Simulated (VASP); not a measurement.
Si62Sb (a cell with a defect): single point with PBE+D3(BJ)

The system is Si62Sb (a cell with a defect).

```
CELL_PARAMETERS angstrom
10.86000 0.00000 0.00000
0.00000 10.86000 0.00000
0.00000 0.00000 10.86000
ATOMIC_POSITIONS crystal
Si 0.50087 0.99976 0.99919
Si 0.62416 0.12535 0.12552
Si 0.74991 0.25164 0.00199
Si 0.87318 0.37845 0.12693
Si 0.75089 0.00225 0.25077
Si 0.88623 0.12833 0.36376
Si 0.99247 0.99142 0.99780
Si 0.37291 0.37712 0.13069
Si 0.49608 0.49770 0.99978
Si 0.62266 0.62323 0.12525
Si 0.74974 0.74545 0.99902
Si 0.87117 0.87252 0.12666
Si 0.25213 0.99167 0.25732
Si 0.37184 0.12757 0.37283
Si 0.50006 0.25107 0.25071
Si 0.62445 0.37383 0.37845
Si 0.74562 0.49943 0.25382
Si 0.87477 0.62474 0.37521
Si 0.49651 0.99999 0.49943
Si 0.62876 0.12447 0.62115
Si 0.75559 0.24633 0.49435
Si 0.87147 0.37376 0.62556
Si 0.75058 0.00009 0.75343
Si 0.87716 0.12758 0.87817
Si 0.99719 0.50259 0.00114
Si 0.12476 0.62592 0.12523
Si 0.25109 0.74930 0.99891
Si 0.37293 0.87670 0.12347
Si 0.01483 0.25477 0.23516
Si 0.12305 0.37843 0.37682
Si 0.24884 0.50259 0.25280
Si 0.37877 0.62753 0.37195
Si 0.50206 0.75395 0.24765
Si 0.62519 0.87805 0.37584
Si 0.99922 0.00225 0.49910
Si 0.12449 0.12536 0.62585
Si 0.24803 0.25164 0.50010
Si 0.37349 0.37568 0.62554
Si 0.49851 0.50037 0.50100
Si 0.62479 0.62565 0.62520
Si 0.75010 0.75068 0.49988
Si 0.87412 0.87806 0.62478
Si 0.25081 0.99976 0.74914
Si 0.38415 0.12015 0.86585
Si 0.50490 0.25202 0.74509
Si 0.62445 0.37567 0.87650
Si 0.74900 0.50038 0.75149
Si 0.87804 0.62755 0.87122
Si 0.99931 0.74955 0.25069
Si 0.12333 0.87267 0.37867
Si 0.99609 0.49933 0.50436
Si 0.12463 0.62329 0.62715
Si 0.25092 0.74552 0.50012
Si 0.37225 0.87425 0.62389
Si 0.99929 0.25108 0.74996
Si 0.11931 0.37728 0.87694
Si 0.25020 0.49787 0.75376
Si 0.37692 0.62570 0.87307
Si 0.50098 0.75203 0.74902
Si 0.62611 0.87431 0.87767
Si 0.00233 0.75396 0.74789
Si 0.12649 0.87665 0.87702
Sb 0.22210 0.21749 0.02774
```

```json
{
  "Program": "VASP 6.6.1",
  "Task": "single point",
  "Functional": "PBE",
  "Dispersion": "D3(BJ)",
  "Potentials or basis": "VASP PAW PBE potentials, release 64 (Si, Sb)",
  "Cutoff": "520 eV",
  "k mesh": "1 × 1 × 1",
  "Occupations": "gaussian, width 0.02 eV",
  "Spin": "no spin polarisation"
}
```

```json
{"Largest force": "0.076 eV/Å", "Dispersion energy per atom": "-0.319 eV"}
```

Forces on the atoms (eV/Å):
```
Si   0.003  0.001 -0.003
Si  -0.005  0.002  0.002
Si  -0.002  0.002  0.002
Si  -0.010  0.008  0.003
Si   0.003  0.001 -0.005
Si   0.013 -0.005 -0.013
Si  -0.008 -0.015 -0.019
Si   0.011  0.021  0.019
Si  -0.008 -0.005 -0.002
Si   0.000 -0.005  0.001
Si  -0.001 -0.005 -0.005
Si  -0.006 -0.003  0.003
Si   0.019 -0.018  0.010
Si   0.002  0.003  0.006
Si   0.001 -0.002 -0.003
Si  -0.004 -0.001  0.003
Si  -0.006 -0.001  0.002
Si   0.001  0.001 -0.001
Si  -0.002 -0.001  0.000
Si   0.004  0.001 -0.004
Si   0.010  0.001 -0.011
Si  -0.003 -0.001  0.005
Si   0.000 -0.003  0.002
Si  -0.006  0.003 -0.002
Si  -0.005  0.005  0.002
Si  -0.002  0.001  0.001
Si   0.000  0.002  0.000
Si   0.001 -0.004  0.004
Si   0.017  0.033 -0.017
Si  -0.002  0.008  0.009
Si  -0.002  0.004  0.005
Si   0.005 -0.002 -0.002
Si   0.006  0.007 -0.009
Si   0.001  0.004  0.004
Si   0.004  0.002 -0.003
Si  -0.003  0.002  0.005
Si  -0.003  0.002  0.001
Si  -0.003  0.000  0.004
Si   0.003  0.000  0.000
Si   0.001  0.000 -0.001
Si   0.001  0.005 -0.002
Si  -0.003  0.004 -0.001
Si   0.002  0.001 -0.003
Si   0.021 -0.006 -0.021
Si   0.010  0.005 -0.011
Si  -0.004  0.000  0.003
Si   0.000 -0.001 -0.004
Si   0.002 -0.002 -0.005
Si   0.001  0.002 -0.002
Si  -0.003 -0.003  0.007
Si  -0.002  0.000  0.005
Si  -0.001 -0.006  0.003
Si   0.006 -0.006  0.001
Si  -0.004  0.000  0.004
Si   0.003 -0.002 -0.001
Si  -0.019  0.021 -0.011
Si   0.003 -0.006  0.009
Si  -0.001 -0.003  0.001
Si   0.002  0.000 -0.003
Si  -0.004 -0.001  0.005
Si   0.008  0.006 -0.007
Si  -0.002 -0.003  0.000
Sb  -0.042 -0.048  0.041
```

Levels at points of the mesh, in eV from the Fermi level:
```tsv
k point	band 123	band 124	band 125	band 126	band 127	band 128	band 129	band 130	band 131	band 132
(0.00, 0.00, 0.00)	-0.93	-0.91	-0.91	-0.24	-0.04	0.04	0.12	0.14	0.15	0.24
```

Wall time 4.1 min on 1 thread of Intel(R) Xeon(R) 6975P-C (Granite Rapids) (shared host), peak memory 1 GiB.

Caveat: the k points lie up to 0.58 Å⁻¹ apart; the cell carries a net charge on a neutralising background, which shifts energy and pressure; the cell is charged against a uniform background, so pressure and absolute levels hang on convention; spin-orbit coupling is left out, which moves the levels of the heavy elements.
